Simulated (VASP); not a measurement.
# SnO2 (Pnnm) in VASP: further runs

SnO2 is run at these levels: LDA; tasks: single point.

Program: VASP 6.6.1. These are calculated values, not measurements. Logs are shortened: lines on timing, memory, paths and dates and some standing lists are left out, and cuts for length are marked.

## 1. The cell of the first run

The typed cell holds 6 atoms: a = 4.720 Å, b = 4.721 Å, c = 3.189 Å, α = 90.00°, β = 90.00°, γ = 90.00°.

## 2. Single point, LDA

Contents of INCAR:

```
PREC = Accurate
ENCUT = 520
EDIFF = 1E-6
ISMEAR = 0
SIGMA = 0.05
LREAL = F
LASPH = T
NELM = 80
ALGO = Normal
ISIF = 2
LWAVE = F
LCHARG = F
NBANDS = 35
```

Contents of KPOINTS:

```
Automatic mesh
0
Gamma
  6 6 8
```

Contents of POSCAR:

```
SnO2
1.0
    4.7201335214      0.0000000000      0.0000000000
    0.0000000000      4.7206343117      0.0000000000
    0.0000000000      0.0000000000      3.1888226872
Sn O
2 4
Direct
    0.5000000000      0.5000000000      0.5000000000
    0.0000000000      0.0000000000      0.0000000000
    0.3059920358      0.3061675029      0.0000000000
    0.8059920358      0.1938324971      0.5000000000
    0.1940079642      0.8061675029      0.5000000000
    0.6940079642      0.6938324971      0.0000000000
```

Potentials or basis: VASP PAW LDA potentials, release 64 (Sn_d, O).

Launch:

```
> cat potpaw_LDA.64/Sn_d/POTCAR potpaw_LDA.64/O/POTCAR > POTCAR
> mpirun -np 1 vasp_std > vasp.out
```

OUTCAR:

```text
PREC = Accurate
   ENCUT = 520
   EDIFF = 1E-6
   ISMEAR = 0
   LREAL = F
   LASPH = T
   NELM = 80
   ISIF = 2

 ion  position               nearest neighbor table
   1  0.500  0.500  0.500-   4 2.04   5 2.04   3 2.05   6 2.05   3 2.05   6 2.05   2 3.70   2 3.70
                             2 3.70   2 3.70   2 3.70   2 3.70   2 3.70   2 3.70
   2  0.000  0.000  0.000-   3 2.04   6 2.04   5 2.05   4 2.05   4 2.05   5 2.05   1 3.70   1 3.70
                             1 3.70   1 3.70   1 3.70   1 3.70   1 3.70   1 3.70
   3  0.306  0.306  0.000-   2 2.04   1 2.05   1 2.05
   4  0.806  0.194  0.500-   1 2.04   2 2.05   2 2.05
   5  0.194  0.806  0.500-   1 2.04   2 2.05   2 2.05
   6  0.694  0.694  0.000-   2 2.04   1 2.05   1 2.05

  LATTYP: Found a simple orthorhombic cell.
 ALAT       =     3.1888226872
 B/A-ratio  =     1.4802119730
 C/A-ratio  =     1.4803690185

  Lattice vectors:

 A1 = (   0.0000000000,   0.0000000000,   3.1888226872)
 A2 = (   4.7201335214,   0.0000000000,   0.0000000000)
 A3 = (   0.0000000000,   4.7206343117,   0.0000000000)

Analysis of symmetry for initial positions (statically):
=====================================================================
 Subroutine PRICEL returns:
 Original cell was already a primitive cell.

 Routine SETGRP: Setting up the symmetry group for a
 simple orthorhombic supercell.

 Subroutine GETGRP returns: Found  8 space group operations
 (whereof  4 operations were pure point group operations)
 out of a pool of  8 trial point group operations.

The static configuration has the point symmetry C_2h.
 The point group associated with its full space group is D_2h.

Analysis of symmetry for dynamics (positions and initial velocities):
=====================================================================
 Subroutine PRICEL returns:
 Original cell was already a primitive cell.

 Routine SETGRP: Setting up the symmetry group for a
 simple orthorhombic supercell.

 Subroutine GETGRP returns: Found  8 space group operations
 (whereof  4 operations were pure point group operations)
 out of a pool of  8 trial point group operations.

The dynamic configuration has the point symmetry C_2h.
 The point group associated with its full space group is D_2h.

 Subroutine INISYM returns: Found  8 space group operations
 (whereof  4 operations are pure point group operations),
 and found     1 'primitive' translations

----------------------------------------------------------------------------------------

                                     Primitive cell

  volume of cell :      71.0534

  direct lattice vectors                    reciprocal lattice vectors
     4.720133521  0.000000000  0.000000000     0.211858414  0.000000000  0.000000000
     0.000000000  4.720634312  0.000000000     0.000000000  0.211835939  0.000000000
     0.000000000  0.000000000  3.188822687     0.000000000  0.000000000  0.313595360

  length of vectors
     4.720133521  4.720634312  3.188822687     0.211858414  0.211835939  0.313595360

  position of ions in fractional coordinates (direct lattice)
     0.500000000  0.500000000  0.500000000
     0.000000000  0.000000000  0.000000000
     0.305992036  0.306167503  0.000000000
     0.805992036  0.193832497  0.500000000
     0.194007964  0.806167503  0.500000000
     0.694007964  0.693832497  0.000000000

  ion indices of the primitive-cell ions
   primitive index   ion index
                 1           1
                 2           2
                 3           3
                 4           4
                 5           5
                 6           6

----------------------------------------------------------------------------------------

 KPOINTS: Automatic mesh

Automatic generation of k-mesh.
 Grid dimensions read from file:
 generate k-points for:    6    6    8

 Generating k-lattice:

  Cartesian coordinates                     Fractional coordinates (reciprocal lattice)
     0.035309736  0.000000000  0.000000000     0.166666667  0.000000000  0.000000000
     0.000000000  0.035305990  0.000000000     0.000000000  0.166666667  0.000000000
     0.000000000  0.000000000  0.039199420     0.000000000  0.000000000  0.125000000

  Length of vectors
     0.035309736  0.035305990  0.039199420

  Shift w.r.t. Gamma in fractional coordinates (k-lattice)
     0.000000000  0.000000000  0.000000000

 Subroutine IBZKPT returns following result:
 ===========================================

 Found     80 irreducible k-points:

 Following reciprocal coordinates:
            Coordinates               Weight
  0.000000  0.000000  0.000000      1.000000
  0.166667  0.000000  0.000000      2.000000
  0.333333  0.000000  0.000000      2.000000
  0.500000  0.000000  0.000000      1.000000
  0.000000  0.166667  0.000000      2.000000
  0.166667  0.166667  0.000000      4.000000
[... 16 lines left out ...]
  0.333333  0.166667  0.125000      8.000000
  0.500000  0.166667  0.125000      4.000000
 [... further k-points ...]
   k-points           NKPTS =     80   k-points in BZ     NKDIM =     80   number of bands    NBANDS=     35
   number of dos      NEDOS =    301   number of ions     NIONS =      6
   total plane-waves  NPLWV =  31104
   dimension x,y,z NGX =    36 NGY =   36 NGZ =   24
   dimension x,y,z NGXF=    72 NGYF=   72 NGZF=   48
   ions per type =               2   4
   NGX,Y,Z   is equivalent  to a cutoff of  12.68, 12.68, 12.51 a.u.
   NGXF,Y,Z  is equivalent  to a cutoff of  25.36, 25.36, 25.02 a.u.
 SYSTEM =  unknown system
   PREC   = accura    normal or accurate (medium, high low for compatibility)
   ISTART =      0    job   : 0-new  1-cont  2-samecut
   ICHARG =      2    charge: 1-file 2-atom 10-const
   ISPIN  =      1    spin polarized calculation?
   LNONCOLLINEAR =      F non collinear calculations
   LSORBIT =      F    spin-orbit coupling
   LASPH  =      T    aspherical Exc in radial PAW
   ENCUT  =  520.0 eV  38.22 Ry    6.18 a.u.   8.78  8.78  5.93*2*pi/ulx,y,z
   NELM   =     80;   NELMIN=  2; NELMDL= -5     # of ELM steps
   EDIFF  = 0.1E-05   stopping-criterion for ELM
   LREAL  =      F    real-space projection
   EDIFFG = 0.1E-04   stopping-criterion for IOM
   NSW    =      0    number of steps for IOM
   IBRION =     -1    ionic relax: 0-MD 1-quasi-New 2-CG
   NFREE  =      0    steps in history (QN), initial steepest desc. (CG)
   ISIF   =      2    stress and relaxation
   ISYM   =      2    0-nonsym 1-usesym 2-fastsym
   POTIM  = 0.5000    time-step for ionic-motion
   TEBEG  =    0.0;   TEEND  =   0.0 temperature during run
   PSTRESS=    0.0 pullay stress
   NELECT =      52.0000    total number of electrons
   NUPDOWN=      -1.0000    fix difference up-down
   EMIN   =  10.00;   EMAX   =-10.00  energy-range for DOS
   EFERMI =   0.00;   METHOD = LEGACY
   ISMEAR =     0;   SIGMA  =   0.05  broadening in eV -4-tet -1-fermi 0-gaus
   EFERMI_NEDOS =   21; number of points for ismear=-14 and -15
   IALGO  =     38    algorithm
   IMIX   =      4    mixing-type and parameters
     AMIX     =   0.40;   BMIX     =  1.00
     AMIX_MAG =   1.60;   BMIX_MAG =  1.00
  volume/ion in A,a.u.               =      11.84        79.92
  Fermi-wavevector in a.u.,A,eV,Ry     =   1.475302  2.787917 29.613299  2.176516
  Thomas-Fermi vector in A             =   2.589968
   LORBIT       =      0    0 simple, 1 ext, 2 COOP (PROOUT), +10 PAW based schemes
   GGA     = CA    functional components
   LHFCALC =     F    Hartree Fock is set to
   AEXX    =    0.0000 exact exchange contribution
   IVDW    =     0    specifies the selected vdW correction
   LEPSILON=     F    determine dielectric tensor
   LRPA    =     F    only Hartree local field effects (RPA)
 non-spin polarized calculation
 Gauss-broadening in eV      SIGMA  =   0.05
  energy-cutoff  :      520.00
  volume of cell :       71.05
 maximum number of plane-waves:      1933
 NGX is ok and might be reduce to    36
   NGX = 17   NGY = 17   NGZ = 11

 number of electron      51.9999987 magnetization

 Free energy of the ion-electron system (eV)
  ---------------------------------------------------
  ext. energy  EPLUGINS =         0.00000000
  ---------------------------------------------------
  free energy    TOTEN  =       -42.27899716 eV

  energy without entropy =      -42.27899716  energy(sigma->0) =      -42.27899716

 E-fermi :   6.1543     XC(G=0): -11.8380

 val. band max:        5.9503491924   @ k =   0.0000   0.0000   0.0000
 cond. band min:       7.1626858553   @ k =   0.0000   0.0000   0.0000
 fundamental gap:      1.2123366629
 Fermi energy:         6.1543025168

 k-point     1 :       0.0000    0.0000    0.0000
  band No.  band energies     occupation
      1     -15.0700      2.00000
      2     -14.2872      2.00000
      3     -14.0097      2.00000
      4     -13.9907      2.00000
      5     -13.9906      2.00000
      6     -13.9127      2.00000
[... 27 lines left out ...]
     34      17.9367      0.00000
     35      18.3413      0.00000

 k-point     2 :       0.1667    0.0000    0.0000
  band No.  band energies     occupation
      1     -15.0269      2.00000
      2     -14.3362      2.00000
      3     -14.0093      2.00000
      4     -13.9886      2.00000
      5     -13.9885      2.00000
      6     -13.9483      2.00000
[... 27 lines left out ...]
     34      17.9202      0.00000
     35      18.2971      0.00000

 k-point     3 :       0.3333    0.0000    0.0000
  band No.  band energies     occupation
      1     -14.9020      2.00000
      2     -14.4957      2.00000
      3     -14.0082      2.00000
      4     -13.9909      2.00000
      5     -13.9844      2.00000
      6     -13.9842      2.00000
[... 27 lines left out ...]
     34      17.9739      0.00000
     35      18.2366      0.00000
[... 723 lines left out ...]
 k-point    23 :       0.3333    0.1667    0.1250
  band No.  band energies     occupation
      1     -14.8346      2.00000
      2     -14.5134      2.00000
      3     -14.1407      2.00000
      4     -14.1338      2.00000
      5     -13.9614      2.00000
      6     -13.9201      2.00000
[... 27 lines left out ...]
     34      17.9787      0.00000
     35      18.1415      0.00000

 k-point    24 :       0.5000    0.1667    0.1250
  band No.  band energies     occupation
      1     -14.6896      2.00000
      2     -14.6896      2.00000
      3     -14.1382      2.00000
      4     -14.1382      2.00000
      5     -13.9409      2.00000
      6     -13.9409      2.00000
[... 27 lines left out ...]
     34      18.0581      0.00000
     35      18.2587      0.00000

 [... further k-points ...]

------------------------ aborting loop because EDIFF is reached ----------------------------------------

  FORCE on cell =-STRESS in cart. coord.  units (eV):
  Direction    XX          YY          ZZ          XY          YZ          ZX
  --------------------------------------------------------------------------------------
  -------------------------------------------------------------------------------------
  Total        0.5294062      0.5286735      0.7798406     -0.0000000      0.0000000      0.0000000
  in kB       11.9375343     11.9210108     17.5845557     -0.0000000      0.0000000      0.0000000
  external PRESSURE =      13.8143669 kB  Pullay stress =       0.0000000 kB

 VOLUME and BASIS-vectors are now :
 -----------------------------------------------------------------------------
  energy-cutoff  :      520.00
  volume of cell :       71.05
      direct lattice vectors                 reciprocal lattice vectors
     4.720133521  0.000000000  0.000000000     0.211858414  0.000000000  0.000000000
     0.000000000  4.720634312  0.000000000     0.000000000  0.211835939  0.000000000
     0.000000000  0.000000000  3.188822687     0.000000000  0.000000000  0.313595360

 POSITION                                       TOTAL-FORCE (eV/Angst)
 -----------------------------------------------------------------------------------
      2.36007      2.36032      1.59441         0.000000      0.000000      0.000000
      0.00000      0.00000      0.00000         0.000000      0.000000      0.000000
      1.44432      1.44530      0.00000        -0.019425     -0.019769      0.000000
      3.80439      0.91501      1.59441        -0.019425      0.019769      0.000000
      0.91574      3.80562      1.59441         0.019425     -0.019769      0.000000
      3.27581      3.27533      0.00000         0.019425      0.019769     -0.000000
 -----------------------------------------------------------------------------------
    total drift:                                0.000000     -0.000000      0.000000

  FREE ENERGIE OF THE ION-ELECTRON SYSTEM (eV)
  ---------------------------------------------------
  free  energy   TOTEN  =       -42.2789971583 eV

  energy  without entropy=      -42.2789971583  energy(sigma->0) =      -42.27899716
```

Run time: 2.9 min. Hardware: 1 thread of Intel Xeon 8259CL, shared host; peak memory 0.26 GiB.

Results:

```
Free energy            : -42.2790 eV
Pressure               : 1.4 GPa
Largest force          : 0.028 eV/Å
Band gap on the k mesh : 1.21 eV
```

Forces in eV/Å, atoms in the order of the input:
```
Sn   0.000  0.000  0.000
Sn   0.000  0.000  0.000
O   -0.019 -0.020  0.000
O   -0.019  0.020  0.000
O    0.019 -0.020  0.000
O    0.019  0.020  0.000
```

Caveat: spin-orbit coupling is left out, which moves the levels of the heavy elements.

## 3. Single point, LDA

Contents of INCAR:

```
SYSTEM = SnO2
ALGO = Normal
EDIFF = 1E-6
ENCUT = 520
GGA = CA
ISIF = 2
ISMEAR = 0
LASPH = .True.
LCHARG = .True.
LELF = .True.
LREAL = .False.
LVHAR = .True.
LWAVE = .False.
NBANDS = 35
NELM = 100
PREC = Accurate
SIGMA = 0.05
```

Contents of KPOINTS:

```
k-points
0
Gamma
  6 6 10
  0 0 0
```

POSCAR is that of step 2.

Potentials or basis: VASP PAW LDA potentials, release 64 (Sn_d, O).

Launch:

```
> cat potpaw_LDA.64/Sn_d/POTCAR potpaw_LDA.64/O/POTCAR > POTCAR
> mpirun -np 1 vasp_std > vasp.out
```

It took 3 min on 1 thread of Intel Xeon 8259CL, shared host; peak memory 0.28 GiB.

Results (log left out):

```yaml
Free_energy: -42.2790 eV
Pressure: 1.4 GPa
Largest_force: 0.028 eV/Å
Band_gap_on_the_k_mesh: 1.21 eV
```

Forces on the atoms (eV/Å):
```
Sn   0.000  0.000  0.000
Sn   0.000  0.000  0.000
O   -0.019 -0.020  0.000
O   -0.019  0.020  0.000
O    0.019 -0.020  0.000
O    0.019  0.020  0.000
```

Stress tensor (GPa, compression positive):
```
1.19 0.00 0.00
0.00 1.19 0.00
0.00 0.00 1.76
```

Levels at points of the mesh, in eV from the valence-band top:
| k point | band 22 | band 23 | band 24 | band 25 | band 26 | band 27 | band 28 | band 29 | band 30 | band 31 |
| --- | --- | --- | --- | --- | --- | --- | --- | --- | --- | --- |
| (0.00, 0.00, 0.00) | -1.28 | -1.28 | -0.81 | -0.81 | 0.00 | 1.21 | 5.97 | 6.08 | 6.08 | 10.12 |
| (0.50, 0.00, 0.00) | -2.04 | -1.24 | -1.24 | -0.65 | -0.65 | 4.37 | 4.37 | 6.84 | 6.84 | 10.85 |
| (0.00, 0.50, 0.00) | -2.04 | -1.24 | -1.24 | -0.65 | -0.65 | 4.37 | 4.37 | 6.84 | 6.84 | 10.84 |
| (0.50, 0.50, 0.00) | -2.07 | -1.36 | -1.36 | -0.92 | -0.92 | 4.76 | 4.76 | 7.33 | 7.33 | 10.85 |
| (0.00, 0.00, 0.50) | -2.71 | -1.74 | -1.74 | -1.29 | -1.29 | 6.09 | 6.09 | 9.55 | 9.55 | 10.41 |
| (0.50, 0.00, 0.50) | -1.79 | -1.14 | -1.14 | -0.72 | -0.72 | 6.37 | 6.37 | 7.91 | 7.91 | 10.78 |
| (0.00, 0.50, 0.50) | -1.79 | -1.14 | -1.14 | -0.72 | -0.72 | 6.37 | 6.37 | 7.91 | 7.91 | 10.78 |
| (0.50, 0.50, 0.50) | -2.44 | -0.99 | -0.99 | -0.85 | -0.85 | 4.74 | 4.74 | 8.65 | 8.65 | 10.78 |

Caveat: spin-orbit coupling is left out, which moves the levels of the heavy elements.
